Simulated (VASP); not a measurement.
# TiSi16 (a cell with a defect) in VASP: further runs

The runs below take TiSi16 (a cell with a defect) through single point, with PBE.

Program: VASP 6.6.1. These are calculated values, not measurements. Logs are shortened: lines on timing, memory, paths and dates and some standing lists are left out, and cuts for length are marked.

## (1) The cell of the first run

The cell holds a defect, 17 atoms: a = 7.679 Å, b = 7.679 Å, c = 7.679 Å, α = 60.00°, β = 60.00°, γ = 60.00°.

## (2) Single point, PBE

INCAR reads:

```
PREC = Accurate ; ENCUT = 520
EDIFF = 1E-6 ; ISMEAR = 0
SIGMA = 0.02 ; LREAL = Auto
LASPH = T ; NELM = 100
ALGO = Normal ; ISIF = 2
LWAVE = F ; LCHARG = T
GGA = PE ; LELF = T
LVHAR = T ; NBANDS = 52
```

KPOINTS reads:

```
Automatic mesh
0
Gamma
  2 2 2
```

POSCAR reads:

```
TiSi16
1.0
    0.0000000000      5.4300000000      5.4300000000
    5.4300000000      0.0000000000      5.4300000000
    5.4300000000      5.4300000000      0.0000000000
Si Ti
16 1
Direct
   -0.0012603276     -0.0012644555      0.0014387973
    0.1211018055      0.1211240736      0.1407863143
   -0.0031457150     -0.0031702540      0.5038918455
    0.1218411446      0.1219583141      0.6165314796
   -0.0017204325      0.5020006070      0.0056447759
    0.1321866243      0.6249828177      0.1212156857
   -0.0016570653      0.5026939488      0.4936197172
    0.1200131453      0.6349193197      0.6224293795
    0.5019960311     -0.0017225666      0.0056170773
    0.6249710611      0.1321331456      0.1212661195
    0.5026455789     -0.0016393824      0.4937002399
    0.6349279589      0.1200778752      0.6224298560
    0.5027440379      0.5027023789     -0.0028916782
    0.6245580229      0.6245602541      0.1240840784
    0.5024480913      0.5024847436      0.4975670858
    0.6246795275      0.6246969424      0.6264972189
    0.2485599112      0.2485859376      0.7517338076
```

Potentials or basis: VASP PAW PBE potentials, release 64 (Si, Ti_sv).

Launch:

```sh
> cat potpaw_PBE.64/Si/POTCAR potpaw_PBE.64/Ti_sv/POTCAR > POTCAR
> mpirun -np 1 vasp_std > vasp.out
```

OUTCAR:

```text
PREC = Accurate
   ENCUT = 520
   EDIFF = 1E-6
   ISMEAR = 0
   LREAL = Auto
   LASPH = T
   NELM = 100
   ISIF = 2
   GGA = PE

 ion  position               nearest neighbor table
   1  0.999  0.999  0.001-   6 2.34  10 2.34   2 2.41   4 2.41  17 2.71
   2  0.121  0.121  0.141-   3 2.28   5 2.39   9 2.39   1 2.41  17 2.44
   3  0.997  0.997  0.504-   8 2.27  12 2.27   4 2.28   2 2.28
   4  0.122  0.122  0.617-   3 2.28   7 2.39  11 2.39   1 2.41  17 2.44
   5  0.998  0.502  0.006-   6 2.34  14 2.34   2 2.39   8 2.40  17 2.75
   6  0.132  0.625  0.121-  13 2.32   7 2.34   5 2.34   1 2.34
   7  0.998  0.503  0.494-   6 2.34  16 2.34   4 2.39   8 2.40  17 2.76
   8  0.120  0.635  0.622-   3 2.27  15 2.40   7 2.40   5 2.40  17 2.42
   9  0.502  0.998  0.006-  10 2.34  14 2.34   2 2.39  12 2.40  17 2.75
  10  0.625  0.132  0.121-  13 2.32  11 2.34   9 2.34   1 2.34
  11  0.503  0.998  0.494-  10 2.34  16 2.34   4 2.39  12 2.40  17 2.76
  12  0.635  0.120  0.622-   3 2.27  15 2.40  11 2.40   9 2.40  17 2.42
  13  0.503  0.503  0.997-   6 2.32  10 2.32  16 2.32  14 2.32
  14  0.625  0.625  0.124-  13 2.32  15 2.34   9 2.34   5 2.34
  15  0.502  0.502  0.498-  16 2.34  14 2.34  12 2.40   8 2.40  17 2.76
  16  0.625  0.625  0.626-  13 2.32  15 2.34  11 2.34   7 2.34
  17  0.249  0.249  0.752-   8 2.42  12 2.42   4 2.44   2 2.44   1 2.71   9 2.75   5 2.75  15 2.76
                            11 2.76   7 2.76

  LATTYP: Found a face centered cubic cell.
 ALAT       =    10.8600000000

  Lattice vectors:

 A1 = (   0.0000000000,   5.4300000000,   5.4300000000)
 A2 = (   5.4300000000,   0.0000000000,   5.4300000000)
 A3 = (   5.4300000000,   5.4300000000,   0.0000000000)

Analysis of symmetry for initial positions (statically):
=====================================================================
 Subroutine PRICEL returns:
 Original cell was already a primitive cell.

 Routine SETGRP: Setting up the symmetry group for a
 face centered cubic supercell.

 Subroutine GETGRP returns: Found  1 space group operations
 (whereof  1 operations were pure point group operations)
 out of a pool of 48 trial point group operations.

The static configuration has the point symmetry C_1 .

Analysis of symmetry for dynamics (positions and initial velocities):
=====================================================================
 Subroutine PRICEL returns:
 Original cell was already a primitive cell.

 Routine SETGRP: Setting up the symmetry group for a
 face centered cubic supercell.

 Subroutine GETGRP returns: Found  1 space group operations
 (whereof  1 operations were pure point group operations)
 out of a pool of 48 trial point group operations.

The dynamic configuration has the point symmetry C_1 .

 Subroutine INISYM returns: Found  1 space group operations
 (whereof  1 operations are pure point group operations),
 and found     1 'primitive' translations

----------------------------------------------------------------------------------------

                                     Primitive cell

  volume of cell :     320.2060

  direct lattice vectors                    reciprocal lattice vectors
     0.000000000  5.430000000  5.430000000    -0.092081031  0.092081031  0.092081031
     5.430000000  0.000000000  5.430000000     0.092081031 -0.092081031  0.092081031
     5.430000000  5.430000000  0.000000000     0.092081031  0.092081031 -0.092081031

  length of vectors
     7.679179644  7.679179644  7.679179644     0.159489025  0.159489025  0.159489025

  position of ions in fractional coordinates (direct lattice)
     0.998739672  0.998735545  0.001438797
     0.121101805  0.121124074  0.140786314
     0.996854285  0.996829746  0.503891846
     0.121841145  0.121958314  0.616531480
     0.998279567  0.502000607  0.005644776
     0.132186624  0.624982818  0.121215686
[... 9 lines left out ...]
     0.624679527  0.624696942  0.626497219
     0.248559911  0.248585938  0.751733808

  ion indices of the primitive-cell ions
   primitive index   ion index
                 1           1
                 2           2
                 3           3
                 4           4
                 5           5
                 6           6
[... 9 lines left out ...]
                16          16
                17          17

----------------------------------------------------------------------------------------

 KPOINTS: Automatic mesh

Automatic generation of k-mesh.
 Grid dimensions read from file:
 generate k-points for:    2    2    2

 Generating k-lattice:

  Cartesian coordinates                     Fractional coordinates (reciprocal lattice)
    -0.046040516  0.046040516  0.046040516     0.500000000  0.000000000  0.000000000
     0.046040516 -0.046040516  0.046040516     0.000000000  0.500000000  0.000000000
     0.046040516  0.046040516 -0.046040516     0.000000000  0.000000000  0.500000000

  Length of vectors
     0.079744512  0.079744512  0.079744512

  Shift w.r.t. Gamma in fractional coordinates (k-lattice)
     0.000000000  0.000000000  0.000000000

 Subroutine IBZKPT returns following result:
 ===========================================

 Found      8 irreducible k-points:

 Following reciprocal coordinates:
            Coordinates               Weight
  0.000000  0.000000  0.000000      1.000000
  0.500000  0.000000  0.000000      1.000000
  0.000000  0.500000  0.000000      1.000000
  0.000000  0.000000  0.500000      1.000000
  0.500000  0.500000  0.500000      1.000000
  0.500000  0.500000  0.000000      1.000000
  0.000000  0.500000  0.500000      1.000000
  0.500000  0.000000  0.500000      1.000000
   k-points           NKPTS =      8   k-points in BZ     NKDIM =      8   number of bands    NBANDS=     52
   number of dos      NEDOS =    301   number of ions     NIONS =     17
   total plane-waves  NPLWV = 216000
   dimension x,y,z NGX =    60 NGY =   60 NGZ =   60
   dimension x,y,z NGXF=   120 NGYF=  120 NGZF=  120
   ions per type =              16   1
   NGX,Y,Z   is equivalent  to a cutoff of  12.99, 12.99, 12.99 a.u.
   NGXF,Y,Z  is equivalent  to a cutoff of  25.98, 25.98, 25.98 a.u.
 SYSTEM =  unknown system
   PREC   = accura    normal or accurate (medium, high low for compatibility)
   ISTART =      0    job   : 0-new  1-cont  2-samecut
   ICHARG =      2    charge: 1-file 2-atom 10-const
   ISPIN  =      1    spin polarized calculation?
   LNONCOLLINEAR =      F non collinear calculations
   LSORBIT =      F    spin-orbit coupling
   LASPH  =      T    aspherical Exc in radial PAW
   ENCUT  =  520.0 eV  38.22 Ry    6.18 a.u.  14.28 14.28 14.28*2*pi/ulx,y,z
   NELM   =    100;   NELMIN=  2; NELMDL= -5     # of ELM steps
   EDIFF  = 0.1E-05   stopping-criterion for ELM
   LREAL  =      T    real-space projection
   EDIFFG = 0.1E-04   stopping-criterion for IOM
   NSW    =      0    number of steps for IOM
   IBRION =     -1    ionic relax: 0-MD 1-quasi-New 2-CG
   NFREE  =      0    steps in history (QN), initial steepest desc. (CG)
   ISIF   =      2    stress and relaxation
   ISYM   =      2    0-nonsym 1-usesym 2-fastsym
   POTIM  = 0.5000    time-step for ionic-motion
   TEBEG  =    0.0;   TEEND  =   0.0 temperature during run
   PSTRESS=    0.0 pullay stress
   NELECT =      76.0000    total number of electrons
   NUPDOWN=      -1.0000    fix difference up-down
   EMIN   =  10.00;   EMAX   =-10.00  energy-range for DOS
   EFERMI =   0.00;   METHOD = LEGACY
   ISMEAR =     0;   SIGMA  =   0.02  broadening in eV -4-tet -1-fermi 0-gaus
   EFERMI_NEDOS =   21; number of points for ismear=-14 and -15
   IALGO  =     38    algorithm
   IMIX   =      4    mixing-type and parameters
     AMIX     =   0.40;   BMIX     =  1.00
     AMIX_MAG =   1.60;   BMIX_MAG =  1.00
  volume/ion in A,a.u.               =      18.84       127.11
  Fermi-wavevector in a.u.,A,eV,Ry     =   1.013607  1.915439 13.978610  1.027399
  Thomas-Fermi vector in A             =   2.146786
   LORBIT       =      0    0 simple, 1 ext, 2 COOP (PROOUT), +10 PAW based schemes
   GGA     = PE    functional components
   LHFCALC =     F    Hartree Fock is set to
   AEXX    =    0.0000 exact exchange contribution
   IVDW    =     0    specifies the selected vdW correction
   LEPSILON=     F    determine dielectric tensor
   LRPA    =     F    only Hartree local field effects (RPA)
 non-spin polarized calculation
 Gauss-broadening in eV      SIGMA  =   0.02
  energy-cutoff  :      520.00
  volume of cell :      320.21
 maximum number of plane-waves:      8646
 NGX is ok and might be reduce to    60
   NGX = 29   NGY = 29   NGZ = 29

 number of electron      75.9999999 magnetization

 Free energy of the ion-electron system (eV)
  ---------------------------------------------------
  ext. energy  EPLUGINS =         0.00000000
  ---------------------------------------------------
  free energy    TOTEN  =       -92.20394002 eV

  energy without entropy =      -92.20011060  energy(sigma->0) =      -92.20202531

 E-fermi :   6.9154     XC(G=0):  -9.7517

 val. band max:        6.9132910418   @ k =   0.0000   0.5000   0.0000
 cond. band min:       6.9555640872   @ k =   0.5000   0.5000   0.5000
 fundamental gap:      0.0422730454
 Fermi energy:         6.9154103393

 k-point     1 :       0.0000    0.0000    0.0000
  band No.  band energies     occupation
      1     -49.8867      2.00000
      2     -26.2740      2.00000
      3     -26.2569      2.00000
      4     -26.2441      2.00000
      5      -5.7203      2.00000
      6      -3.5129      2.00000
[... 42 lines left out ...]
     49       8.1771      0.00000
     50       8.4683      0.00000

 k-point     2 :       0.5000    0.0000    0.0000
  band No.  band energies     occupation
      1     -49.8867      2.00000
      2     -26.2740      2.00000
      3     -26.2569      2.00000
      4     -26.2441      2.00000
      5      -5.0092      2.00000
      6      -4.8047      2.00000
[... 310 lines left out ...]
 k-point     8 :       0.5000    0.0000    0.5000
  band No.  band energies     occupation
      1     -49.8867      2.00000
      2     -26.2740      2.00000
      3     -26.2569      2.00000
      4     -26.2441      2.00000
      5      -4.6941      2.00000
      6      -4.5981      2.00000
[... 42 lines left out ...]
     49       9.8740      0.00000
     50      10.5292      0.00000
 [bands above 50 left out]

------------------------ aborting loop because EDIFF is reached ----------------------------------------

  FORCE on cell =-STRESS in cart. coord.  units (eV):
  Direction    XX          YY          ZZ          XY          YZ          ZX
  --------------------------------------------------------------------------------------
  -------------------------------------------------------------------------------------
  Total        7.9041312      7.8983135      8.2440513      0.2307951      0.0069966      0.0149039
  in kB       39.5489753     39.5198664     41.2497938      1.1548026      0.0350083      0.0745729
  external PRESSURE =      40.1062118 kB  Pullay stress =       0.0000000 kB

 VOLUME and BASIS-vectors are now :
 -----------------------------------------------------------------------------
  energy-cutoff  :      520.00
  volume of cell :      320.21
      direct lattice vectors                 reciprocal lattice vectors
     0.000000000  5.430000000  5.430000000    -0.092081031  0.092081031  0.092081031
     5.430000000  0.000000000  5.430000000     0.092081031 -0.092081031  0.092081031
     5.430000000  5.430000000  0.000000000     0.092081031  0.092081031 -0.092081031

 POSITION                                       TOTAL-FORCE (eV/Angst)
 -----------------------------------------------------------------------------------
      5.43095      5.43097     10.84629        -0.004489     -0.003959      0.003469
      1.42217      1.42205      1.31529        -0.002243     -0.002751      0.008682
      8.14892      8.14905     10.82570        -0.001107     -0.000952     -0.006653
      4.01000      4.00936      1.32383         0.006400      0.007932     -0.000164
      2.75651      5.45131      8.14652        -0.002827      0.000279      0.000276
      4.05186      1.37597      4.11143        -0.000254      0.002745      0.000805
[... 9 lines left out ...]
      6.79398      6.79389      6.78411        -0.001139     -0.001323      0.003898
      5.43174      5.43159      2.69950         0.000371      0.000403     -0.018341
 -----------------------------------------------------------------------------------
    total drift:                                0.001693      0.000648     -0.004404

  FREE ENERGIE OF THE ION-ELECTRON SYSTEM (eV)
  ---------------------------------------------------
  free  energy   TOTEN  =       -92.2039400186 eV

  energy  without entropy=      -92.2001105969  energy(sigma->0) =      -92.20202531
```

Run time: 4.1 min. Hardware: 1 thread of Intel Xeon Platinum 8488C (Sapphire Rapids), shared host; peak memory 0.5 GiB.

Results:

| Item | Value |
| --- | --- |
| Free energy | -92.2039 eV |
| Pressure | 4.0 GPa |
| Largest force | 0.018 eV/Å |
| Band gap on the k mesh | zero (bands 38 and 39 overlap by 0.40 eV) |

Forces in eV/Å, atoms in the order of the input:
```
Si  -0.004 -0.004  0.003
Si  -0.002 -0.003  0.009
Si  -0.001 -0.001 -0.007
Si   0.006  0.008  0.000
Si  -0.003  0.000  0.000
Si   0.000  0.003  0.001
Si  -0.002  0.001  0.001
Si   0.006 -0.002  0.005
Si   0.000 -0.003  0.000
Si   0.003  0.000  0.001
Si   0.002 -0.002  0.000
Si  -0.003  0.005  0.004
Si  -0.001 -0.001  0.000
Si   0.003  0.003  0.001
Si  -0.003 -0.003 -0.004
Si  -0.001 -0.001  0.004
Ti   0.000  0.000 -0.018
```

Levels at points of the mesh, in eV from the Fermi level:
```
           k point  band 35  band 36  band 37  band 38  band 39  band 40  band 41  band 42
(0.00, 0.00, 0.00)    -0.98    -0.97    -0.42    -0.39    -0.36    -0.11    -0.06     0.26
(0.50, 0.00, 0.00)    -1.36    -1.35    -0.28     0.00     0.07     0.45     0.47     0.84
(0.00, 0.50, 0.00)    -1.36    -1.35    -0.28     0.00     0.07     0.45     0.47     0.84
(0.00, 0.00, 0.50)    -1.36    -1.35    -0.25     0.04     0.07     0.45     0.46     0.79
(0.50, 0.50, 0.50)    -1.36    -1.35    -0.25     0.04     0.07     0.45     0.46     0.80
(0.50, 0.50, 0.00)    -1.98    -1.88    -0.70    -0.02     0.57     0.62     1.11     1.34
(0.00, 0.50, 0.50)    -1.99    -1.86    -0.69    -0.02     0.57     0.59     1.12     1.35
(0.50, 0.00, 0.50)    -1.99    -1.86    -0.69    -0.02     0.57     0.59     1.12     1.35
```

Caveat: the k points lie up to 0.50 Å⁻¹ apart.

## (3) Single point, PBE

INCAR reads:

```
SYSTEM = TiSi16
PREC = Accurate
ENCUT = 520
EDIFF = 1E-6
ISMEAR = 0
SIGMA = 0.02
LREAL = Auto
LASPH = .TRUE.
NELM = 60
ALGO = Normal
ISIF = 2
LWAVE = .FALSE.
LCHARG = .FALSE.
GGA = PE
NBANDS = 52
```

KPOINTS reads:

```
Automatic mesh
0
G
  2 2 2
  0 0 0
```

POSCAR reads:

```
TiSi16
1.0
    0.0000000000      5.4300000000      5.4300000000
    5.4300000000      0.0000000000      5.4300000000
    5.4300000000      5.4300000000      0.0000000000
Si Ti
16 1
Direct
   -0.0008822219      0.0042915578      0.0042549494
    0.1217862527      0.1281722470      0.1281642862
   -0.0001249890      0.0003710601      0.4988501195
    0.1221421189      0.1182231931      0.6325469315
   -0.0001065614      0.4988622092      0.0003088729
    0.1222644833      0.6325579604      0.1180816234
   -0.0093579392      0.5015173665      0.5014819956
    0.1225378579      0.6269656520      0.6268908043
    0.4924593665      0.0035993518      0.0035367947
    0.6256864388      0.1241466866      0.1238891652
    0.5021992808     -0.0158397732      0.5090781436
    0.6262490229      0.1189582375      0.6310379740
    0.5023034789      0.5091858339     -0.0161967018
    0.6262495450      0.6310792215      0.1188046974
    0.5049953229      0.5017781059      0.5017756384
    0.6290042364      0.6210340161      0.6205886040
    0.3762827168      0.3730670438      0.3728398217
```

Potentials or basis: VASP PAW PBE potentials, release 64 (Si, Ti_sv).

Launch:

```sh
> cat potpaw_PBE.64/Si/POTCAR potpaw_PBE.64/Ti_sv/POTCAR > POTCAR
> mpirun -np 1 vasp_std > vasp.out
```

It took 3.5 min on 1 thread of Intel Xeon Platinum 8488C (Sapphire Rapids), shared host; peak memory 0.5 GiB.

Results (log left out):

* Free energy: -92.2044 eV
* Pressure: 4.0 GPa
* Largest force: 0.010 eV/Å
* Band gap on the k mesh: zero (bands 38 and 39 overlap by 0.39 eV)

Forces on the atoms (eV/Å):
```
Si   0.003  0.004  0.004
Si  -0.001  0.002  0.003
Si   0.001  0.004  0.002
Si  -0.004 -0.004  0.008
Si   0.001  0.001  0.005
Si  -0.004  0.007 -0.005
Si  -0.001 -0.001  0.000
Si   0.002  0.000  0.000
Si  -0.003  0.001  0.001
Si   0.002 -0.007 -0.008
Si   0.001  0.002  0.002
Si  -0.002  0.002 -0.009
Si   0.002  0.003  0.003
Si  -0.002 -0.008  0.001
Si   0.002 -0.005 -0.002
Si  -0.002 -0.003 -0.003
Ti   0.005  0.002  0.000
```

Stress tensor (GPa, compression positive):
```
 4.15 -0.04 -0.04
-0.04  3.93 -0.13
-0.04 -0.13  3.93
```

Levels at points of the mesh, in eV from the Fermi level:
| k point | band 36 | band 37 | band 38 | band 39 | band 40 | band 41 |
| --- | --- | --- | --- | --- | --- | --- |
| (0.00, 0.00, 0.00) | -0.96 | -0.42 | -0.38 | -0.34 | -0.12 | -0.04 |
| (0.50, 0.00, 0.00) | -1.34 | -0.27 | 0.00 | 0.09 | 0.46 | 0.49 |
| (0.00, 0.50, 0.00) | -1.33 | -0.24 | 0.05 | 0.08 | 0.46 | 0.46 |
| (0.00, 0.00, 0.50) | -1.33 | -0.24 | 0.05 | 0.08 | 0.46 | 0.46 |
| (0.50, 0.50, 0.50) | -1.34 | -0.27 | -0.02 | 0.09 | 0.46 | 0.49 |
| (0.50, 0.50, 0.00) | -1.85 | -0.67 | -0.02 | 0.58 | 0.59 | 1.13 |
| (0.00, 0.50, 0.50) | -1.87 | -0.69 | -0.02 | 0.57 | 0.64 | 1.12 |
| (0.50, 0.00, 0.50) | -1.85 | -0.67 | -0.02 | 0.58 | 0.59 | 1.13 |

Caveat: the k points lie up to 0.50 Å⁻¹ apart.

(Part 1 of 2 ends here.)
